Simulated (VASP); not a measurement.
# NaH (P6_3/mmc) in VASP: notebook, part 2 of 2

VASP 6.6.1.

## Step 3: Single point, PBEsol

File INCAR:

```
PREC     = Accurate       # precision mode
ENCUT    = 520            # plane-wave cutoff, eV
EDIFF    = 1E-7           # SCF threshold, eV
ISMEAR   = -1             # smearing method
SIGMA    = 0.02           # smearing width, eV
LREAL    = F              # projectors in reciprocal space
LASPH    = T              # aspherical terms in the spheres
NELM     = 100            # most SCF steps
ALGO     = Normal         # electronic algorithm
ISIF     = 2              # what is computed and relaxed
LWAVE    = F              # write WAVECAR
LCHARG   = F              # write CHGCAR
GGA      = PS             # functional
NBANDS   = 16             # bands
```

File KPOINTS:

```
Automatic mesh
0
Gamma
  12 12 4
```

File POSCAR:

```
NaH
1.0
    3.3141997651      0.0000000000      0.0000000000
   -1.6570998826      2.8701811897      0.0000000000
    0.0000000000      0.0000000000      5.8423973538
Na H
2 2
Direct
    0.0000000000      0.0000000000      0.0000000000
    0.0000000000      0.0000000000      0.5000000000
    0.3333333333      0.6666666667      0.2500000000
    0.6666666667      0.3333333333      0.7500000000
```

Potentials or basis: VASP PAW PBE potentials, release 64 (Na_pv, H).

Run with:

```bash
$ cat potpaw_PBE.64/Na_pv/POTCAR potpaw_PBE.64/H/POTCAR > POTCAR
$ mpirun -np 1 vasp_std > vasp.out
```

OUTCAR:

```text
PREC = Accurate
   ENCUT = 520
   EDIFF = 1E-7
   ISMEAR = -1
   LREAL = F
   LASPH = T
   NELM = 100
   ISIF = 2
   GGA = PS

 ion  position               nearest neighbor table
   1  0.000  0.000  0.000-
   2  0.000  0.000  0.500-
   3  0.333  0.667  0.250-
   4  0.667  0.333  0.750-

  LATTYP: Found a hexagonal cell.
 ALAT       =     3.3141997651
 C/A-ratio  =     1.7628380206

  Lattice vectors:

 A1 = (   3.3141997651,   0.0000000000,   0.0000000000)
 A2 = (  -1.6570998826,   2.8701811897,   0.0000000000)
 A3 = (   0.0000000000,   0.0000000000,   5.8423973538)

Analysis of symmetry for initial positions (statically):
=====================================================================
 Subroutine PRICEL returns:
 Original cell was already a primitive cell.

 Routine SETGRP: Setting up the symmetry group for a
 hexagonal supercell.

 Subroutine GETGRP returns: Found 24 space group operations
 (whereof 12 operations were pure point group operations)
[... 164 lines left out ...]
  ext. energy  EPLUGINS =         0.00000000
  ---------------------------------------------------
  free energy    TOTEN  =        -9.99265129 eV

  energy without entropy =       -9.99265129  energy(sigma->0) =       -9.99265129

 E-fermi :  -0.5330     XC(G=0):  -7.9381

 val. band max:       -1.0301105696   @ k =   0.2500   0.2500   0.0000
 cond. band min:       2.1606722210   @ k =   0.0000   0.0000   0.0000
 fundamental gap:      3.1907827906
 Fermi energy:        -0.5329988509

 k-point     1 :       0.0000    0.0000    0.0000
  band No.  band energies     occupation
      1     -23.3251      2.00000
      2     -23.1639      2.00000
      3     -23.1639      2.00000
      4     -23.1445      2.00000
      5     -23.1445      2.00000
      6     -23.1256      2.00000
[... 433 lines left out ...]
      3     -23.2140      2.00000
      4     -23.1774      2.00000
      5     -23.1626      2.00000
      6     -23.1464      2.00000
[... 8 lines left out ...]
     15      11.3174      0.00000
     16      12.3421      0.00000

 [... further k-points ...]
[... 5 lines left out ...]
  --------------------------------------------------------------------------------------
  -------------------------------------------------------------------------------------
  Total       -0.0071612     -0.0071612      0.0110342      0.0000000     -0.0000000      0.0000000
  in kB       -0.2064507     -0.2064507      0.3181059      0.0000000     -0.0000000      0.0000000
  external PRESSURE =      -0.0315985 kB  Pullay stress =       0.0000000 kB

 VOLUME and BASIS-vectors are now :
 -----------------------------------------------------------------------------
  energy-cutoff  :      520.00
  volume of cell :       55.57
      direct lattice vectors                 reciprocal lattice vectors
     3.314199765  0.000000000  0.000000000     0.301731963  0.174205030  0.000000000
    -1.657099883  2.870181190  0.000000000     0.000000000  0.348410060  0.000000000
     0.000000000  0.000000000  5.842397354     0.000000000  0.000000000  0.171162613

 POSITION                                       TOTAL-FORCE (eV/Angst)
 -----------------------------------------------------------------------------------
      0.00000      0.00000      0.00000         0.000000     -0.000000      0.000000
      0.00000      0.00000      2.92120         0.000000     -0.000000      0.000000
     -0.00000      1.91345      1.46060         0.000000     -0.000000      0.000000
      1.65710      0.95673      4.38180        -0.000000      0.000000     -0.000000
 -----------------------------------------------------------------------------------
    total drift:                               -0.000000     -0.000000      0.000000

  FREE ENERGIE OF THE ION-ELECTRON SYSTEM (eV)
  ---------------------------------------------------
  free  energy   TOTEN  =        -9.9926512859 eV

  energy  without entropy=       -9.9926512859  energy(sigma->0) =       -9.99265129
```

OSZICAR:

```text
N       E                     dE             d eps       ncg     rms          rms(c)
DAV:   1     0.114303691511E+03    0.11430E+03   -0.84706E+03  1832   0.108E+03
DAV:   2    -0.485013392805E+01   -0.11915E+03   -0.11485E+03  1968   0.303E+02
DAV:   3    -0.106831771574E+02   -0.58330E+01   -0.58206E+01  2344   0.696E+01
DAV:   4    -0.107614423033E+02   -0.78265E-01   -0.78261E-01  2120   0.927E+00
DAV:   5    -0.107627999913E+02   -0.13577E-02   -0.13577E-02  2408   0.114E+00    0.413E+00
DAV:   6    -0.101555049212E+02    0.60730E+00   -0.25598E-01  2568   0.456E+00    0.193E+00
DAV:   7    -0.998724119945E+01    0.16826E+00   -0.30050E-01  2616   0.314E+00    0.453E-01
DAV:   8    -0.999270998439E+01   -0.54688E-02   -0.17030E-02  2008   0.146E+00    0.106E-01
DAV:   9    -0.999269134274E+01    0.18642E-04   -0.15007E-03  2624   0.519E-01    0.306E-02
DAV:  10    -0.999264948401E+01    0.41859E-04   -0.80716E-05  2000   0.676E-02    0.683E-03
DAV:  11    -0.999265178220E+01   -0.22982E-05   -0.60168E-06  2272   0.146E-02    0.458E-03
DAV:  12    -0.999265127603E+01    0.50617E-06   -0.48613E-07  2008   0.397E-03    0.319E-04
DAV:  13    -0.999265128590E+01   -0.98642E-08   -0.29414E-08  1232   0.100E-03
   1 F= -.99926513E+01 E0= -.99926513E+01  d E =-.294859E-12
```

stdout:

```text
POSCAR found type information on POSCAR NaH
 POSCAR found :  2 types and       4 ions
 scaLAPACK will be used
 -----------------------------------------------------------------------------
|                                                                             |
|                                                                             |
|     You enforced a specific xc type in the INCAR file but a different       |
|     I HOPE YOU KNOW WHAT YOU ARE DOING!                                     |
|                                                                             |
 -----------------------------------------------------------------------------

 LDA part: xc-table for (Slater+PW92), standard interpolation
 POSCAR, INCAR and KPOINTS ok, starting setup
 FFT: planning ... GRIDC
 FFT: planning ... GRID_SOFT
 FFT: planning ... GRID
 WAVECAR not read
 entering main loop
```

Wall time 79 s (1 thread of Intel Xeon 8259CL, shared host); peak memory 0.2 GiB.

Results:

```yaml
Free_energy: -9.9927 eV
Pressure: 0.0 GPa
Band_gap_on_the_k_mesh: 3.19 eV (least direct gap 4.32 eV)
```

Levels at points of the mesh, in eV from the valence-band top:
```csv
k point,band 5,band 6,band 7,band 8,band 9,band 10,band 11,band 12
"(0.00, 0.00, 0.00)",-22.11,-22.10,-3.76,-1.23,3.19,10.40,11.34,13.69
"(0.50, 0.00, 0.00)",-22.13,-22.09,-0.83,-0.25,4.22,5.71,6.85,8.47
"(0.00, 0.00, 0.50)",-22.12,-22.12,-2.81,-2.81,6.47,6.47,11.92,11.92
"(0.50, 0.00, 0.50)",-22.15,-22.15,-0.50,-0.50,4.16,4.16,9.64,9.64
```

Caveat: the PAW data sets were made with another functional, which shifts forces and pressure a little. A k mesh can miss the band edges.

## Step 4: Single point, PBE

This run uses another cell than the first one, of 14.26 Å³/atom.

File INCAR:

```
SYSTEM = NaH
PREC     = Accurate       ! precision mode
ENCUT    = 520            ! plane-wave cutoff, eV
EDIFF    = 1E-7           ! SCF threshold, eV
ISMEAR   = -1             ! smearing method
SIGMA    = 0.02           ! smearing width, eV
LREAL    = .FALSE.        ! projectors in reciprocal space
LASPH    = .TRUE.         ! aspherical terms in the spheres
NELM     = 60             ! most SCF steps
ALGO     = Normal         ! electronic algorithm
ISIF     = 2              ! what is computed and relaxed
LWAVE    = .FALSE.        ! write WAVECAR
LCHARG   = .FALSE.        ! write CHGCAR
GGA      = PE             ! functional
NBANDS   = 16             ! bands
```

File KPOINTS:

```
Automatic mesh
0
G
  12 12 6
  0 0 0
```

File POSCAR:

```
NaH
1.0
    3.3449972017      0.0000000000      0.0000000000
   -1.6724986009      2.8968525523      0.0000000000
    0.0000000000      0.0000000000      5.8851742200
Na H
2 2
Direct
    0.0000000000      0.0000000000      0.0000000000
    0.0000000000      0.0000000000      0.5000000000
    0.3333333333      0.6666666667      0.2500000000
    0.6666666667      0.3333333333      0.7500000000
```

Potentials or basis: VASP PAW PBE potentials, release 64 (Na_pv, H).

Run with:

```bash
$ cat potpaw_PBE.64/Na_pv/POTCAR potpaw_PBE.64/H/POTCAR > POTCAR
$ mpirun -np 1 vasp_std > vasp.out
```

OUTCAR:

```text
SYSTEM = NaH
   PREC = Accurate
   ENCUT = 520
   EDIFF = 1E-7
   ISMEAR = -1
   LREAL = .FALSE.
   LASPH = .TRUE.
   NELM = 60
   ISIF = 2
   GGA = PE

 ion  position               nearest neighbor table
   1  0.000  0.000  0.000-
   2  0.000  0.000  0.500-
   3  0.333  0.667  0.250-
   4  0.667  0.333  0.750-

  LATTYP: Found a hexagonal cell.
 ALAT       =     3.3449972017
 C/A-ratio  =     1.7593958575

  Lattice vectors:

 A1 = (   3.3449972017,   0.0000000000,   0.0000000000)
 A2 = (  -1.6724986009,   2.8968525523,   0.0000000000)
 A3 = (   0.0000000000,   0.0000000000,   5.8851742200)

Analysis of symmetry for initial positions (statically):
=====================================================================
 Subroutine PRICEL returns:
 Original cell was already a primitive cell.

 Routine SETGRP: Setting up the symmetry group for a
 hexagonal supercell.

 Subroutine GETGRP returns: Found 24 space group operations
 (whereof 12 operations were pure point group operations)
 out of a pool of 24 trial point group operations.

[... 164 lines left out ...]
  free energy    TOTEN  =        -9.99839198 eV

  energy without entropy =       -9.99839198  energy(sigma->0) =       -9.99839198

 E-fermi :  -0.6391     XC(G=0):  -7.7292

 val. band max:       -1.1326487948   @ k =   0.2500   0.2500   0.0000
 cond. band min:       2.2153336369   @ k =   0.0000   0.0000   0.0000
 fundamental gap:      3.3479824318
 Fermi energy:        -0.6391499545

 k-point     1 :       0.0000    0.0000    0.0000
  band No.  band energies     occupation
      1     -23.5566      2.00000
      2     -23.4108      2.00000
      3     -23.4108      2.00000
      4     -23.3931      2.00000
      5     -23.3931      2.00000
      6     -23.3748      2.00000
[... 433 lines left out ...]
      3     -23.4528      2.00000
      4     -23.4243      2.00000
      5     -23.4078      2.00000
      6     -23.3802      2.00000
[... 8 lines left out ...]
     15      11.0870      0.00000
     16      12.5321      0.00000

 [... further k-points ...]
[... 5 lines left out ...]
  --------------------------------------------------------------------------------------
  -------------------------------------------------------------------------------------
  Total       -0.0164392     -0.0164392     -0.0061288      0.0000000      0.0000000      0.0000000
  in kB       -0.4618582     -0.4618582     -0.1721895      0.0000000      0.0000000      0.0000000
  external PRESSURE =      -0.3653019 kB  Pullay stress =       0.0000000 kB

 VOLUME and BASIS-vectors are now :
 -----------------------------------------------------------------------------
  energy-cutoff  :      520.00
  volume of cell :       57.03
      direct lattice vectors                 reciprocal lattice vectors
     3.344997202  0.000000000  0.000000000     0.298953912  0.172601122  0.000000000
    -1.672498601  2.896852552  0.000000000     0.000000000  0.345202243  0.000000000
     0.000000000  0.000000000  5.885174220     0.000000000  0.000000000  0.169918504

 POSITION                                       TOTAL-FORCE (eV/Angst)
 -----------------------------------------------------------------------------------
      0.00000      0.00000      0.00000        -0.000000      0.000000      0.000000
      0.00000      0.00000      2.94259        -0.000000      0.000000      0.000000
     -0.00000      1.93124      1.47129         0.000000     -0.000000      0.000000
      1.67250      0.96562      4.41388        -0.000000      0.000000      0.000000
 -----------------------------------------------------------------------------------
    total drift:                               -0.000000     -0.000000      0.000000

  FREE ENERGIE OF THE ION-ELECTRON SYSTEM (eV)
  ---------------------------------------------------
  free  energy   TOTEN  =        -9.9983919839 eV

  energy  without entropy=       -9.9983919839  energy(sigma->0) =       -9.99839198
```

stdout:

```text
POSCAR found type information on POSCAR NaH
 POSCAR found :  2 types and       4 ions
 scaLAPACK will be used
 LDA part: xc-table for (Slater+PW92), standard interpolation
 POSCAR, INCAR and KPOINTS ok, starting setup
 FFT: planning ... GRIDC
 FFT: planning ... GRID_SOFT
 FFT: planning ... GRID
 WAVECAR not read
 entering main loop
```

It took 1.8 min on 1 thread of Intel Xeon 8259CL, shared host; peak memory 0.21 GiB.

What came out:

```yaml
Free_energy: -9.9984 eV
Pressure: 0.0 GPa
Band_gap_on_the_k_mesh: 3.35 eV (least direct gap 4.48 eV)
```

## Step 5: Single point, r2SCAN

File POSCAR:

```
NaH
1.0
    3.3191587698      0.0000000000      0.0000000000
   -1.6595793849      2.8744758138      0.0000000000
    0.0000000000      0.0000000000      5.8309537900
Na H
2 2
Direct
    0.0000000000      0.0000000000      0.0000000000
    0.0000000000      0.0000000000      0.5000000000
    0.3333333333      0.6666666667      0.2500000000
    0.6666666667      0.3333333333      0.7500000000
```

File INCAR.step1:

```
SYSTEM = NaH
ALGO = Normal
EDIFF = 1E-4
ENCUT = 520
GGA = PE
ISMEAR = -1
LASPH = .True.
LCHARG = .False.
LREAL = .False.
LWAVE = .True.
NBANDS = 16
NELM = 80
PREC = Accurate
SIGMA = 0.02
```

File INCAR.step2:

```
SYSTEM = NaH
ALGO = Normal
EDIFF = 1E-6
ENCUT = 520
ISIF = 2
ISMEAR = -1
ISTART = 1
LASPH = .True.
LCHARG = .False.
LMIXTAU = .True.
LREAL = .False.
LWAVE = .False.
METAGGA = R2SCAN
NBANDS = 16
NELM = 80
PREC = Accurate
SIGMA = 0.02
```

File KPOINTS:

```
k-points
0
Gamma
  12 12 4
  0 0 0
```

Run with:

```bash
$ cat potpaw_PBE.64/Na_pv/POTCAR potpaw_PBE.64/H/POTCAR > POTCAR
$ cp INCAR.step1 INCAR
$ mpirun -np 1 vasp_std > vasp.out
$ cp INCAR.step2 INCAR
$ mpirun -np 1 vasp_std > vasp.out
```

Run time: 5.6 min. Hardware: 1 thread of Intel Xeon 8259CL, shared host; peak memory 0.21 GiB.

Results (log left out):

```yaml
Free_energy: -15.0250 eV
Pressure: -0.2 GPa
Band_gap_on_the_k_mesh: 4.02 eV (least direct gap 5.07 eV)
```

Stress tensor (GPa, compression positive):
```
-0.29  0.00  0.00
 0.00 -0.29  0.00
 0.00  0.00 -0.12
```

Levels at points of the mesh, in eV from the valence-band top:
```tsv
k point	band 5	band 6	band 7	band 8	band 9	band 10	band 11	band 12
(0.00, 0.00, 0.00)	-23.02	-23.00	-3.59	-1.15	4.02	11.41	12.39	14.57
(0.50, 0.00, 0.00)	-23.04	-22.99	-0.77	-0.22	4.99	6.50	7.71	9.40
(0.00, 0.00, 0.50)	-23.03	-23.03	-2.65	-2.65	7.28	7.28	12.99	12.99
(0.50, 0.00, 0.50)	-23.05	-23.05	-0.46	-0.46	4.95	4.95	10.58	10.58
```

Caveat: the PAW data sets were made with another functional, which shifts forces and pressure a little. A k mesh can miss the band edges.

## Step 6: Single point, r2SCAN

POSCAR is that of step 5.

File INCAR.step1:

```
ALGO = Normal
EDIFF = 1E-4
ENCUT = 520
GGA = PE
ISMEAR = 0
LASPH = T
LCHARG = F
LREAL = F
LWAVE = T
NBANDS = 16
NELM = 60
PREC = Accurate
SIGMA = 0.01
```

File INCAR.step2:

```
ALGO = Normal
EDIFF = 1E-6
ENCUT = 520
ISIF = 2
ISMEAR = 0
ISTART = 1
LASPH = T
LCHARG = T
LELF = T
LMIXTAU = T
LREAL = F
LVHAR = T
LWAVE = F
METAGGA = R2SCAN
NBANDS = 16
NELM = 60
PREC = Accurate
SIGMA = 0.01
```

File KPOINTS:

```
k-points
0
Gamma
  12 12 4
```

Potentials or basis: VASP PAW PBE potentials, release 64 (Na_pv, H).

Run with:

```bash
$ cat potpaw_PBE.64/Na_pv/POTCAR potpaw_PBE.64/H/POTCAR > POTCAR
$ cp INCAR.step1 INCAR
$ mpirun -np 1 vasp_std > vasp.out
$ cp INCAR.step2 INCAR
$ mpirun -np 1 vasp_std > vasp.out
```

Wall time 5.7 min (1 thread of Intel Xeon 8259CL, shared host); peak memory 0.21 GiB.

Results (log left out):

```
Free energy            : -15.0250 eV
Pressure               : -0.2 GPa
Band gap on the k mesh : 4.02 eV (least direct gap 5.07 eV)
```

Stress tensor (GPa, compression positive):
```
-0.29  0.00  0.00
 0.00 -0.29  0.00
 0.00  0.00 -0.12
```

Levels at points of the mesh, in eV from the valence-band top:
| k point | band 5 | band 6 | band 7 | band 8 | band 9 | band 10 | band 11 | band 12 |
| --- | --- | --- | --- | --- | --- | --- | --- | --- |
| (0.00, 0.00, 0.00) | -23.02 | -23.00 | -3.59 | -1.15 | 4.02 | 11.41 | 12.39 | 14.57 |
| (0.50, 0.00, 0.00) | -23.04 | -22.99 | -0.77 | -0.22 | 4.99 | 6.50 | 7.71 | 9.40 |
| (0.00, 0.00, 0.50) | -23.03 | -23.03 | -2.65 | -2.65 | 7.28 | 7.28 | 12.99 | 12.99 |
| (0.50, 0.00, 0.50) | -23.05 | -23.05 | -0.46 | -0.46 | 4.95 | 4.95 | 10.58 | 10.58 |

Caveat: the PAW data sets were made with another functional, which shifts forces and pressure a little.

## Step 7: The runs side by side

| level | potentials or basis | cell | k mesh | smearing | gap on the mesh (eV) | pressure (GPa) |
| --- | --- | --- | --- | --- | --- | --- |
| LDA | VASP PAW LDA potentials, release 64 (Na_pv, H) | a = 3.319, b = 3.319, c = 5.831 Å, angles 90.0, 90.0, 120.0°, 4 atoms | 12 × 12 × 4 | gaussian 0.01 eV | 3.04 | -1.6 |
| PBEsol | VASP PAW PBE potentials, release 64 (Na_pv, H) | a = 3.314, b = 3.314, c = 5.842 Å, angles 90.0, 90.0, 120.0°, 4 atoms | 12 × 12 × 4 | fermi-dirac 0.02 eV | 3.19 | 0.0 |
| PBE | VASP PAW PBE potentials, release 64 (Na_pv, H) | a = 3.345, b = 3.345, c = 5.885 Å, angles 90.0, 90.0, 120.0°, 4 atoms | 12 × 12 × 6 | fermi-dirac 0.02 eV | 3.35 | 0.0 |
| r2SCAN | VASP PAW PBE potentials, release 64 (Na_pv, H) | a = 3.319, b = 3.319, c = 5.831 Å, angles 90.0, 90.0, 120.0°, 4 atoms | 12 × 12 × 4 | fermi-dirac 0.02 eV | 4.02 | -0.2 |
| r2SCAN | VASP PAW PBE potentials, release 64 (Na_pv, H) | a = 3.319, b = 3.319, c = 5.831 Å, angles 90.0, 90.0, 120.0°, 4 atoms | 12 × 12 × 4 | gaussian 0.01 eV | 4.02 | -0.2 |

Alike in all rows: task single point; no spin polarisation; cutoff (eV) 520.

Caveats: the PAW data sets were made with another functional, which shifts forces and pressure a little (at least some runs).

Total energies depend on the potentials used, so only differences within one code and one set of settings carry meaning.
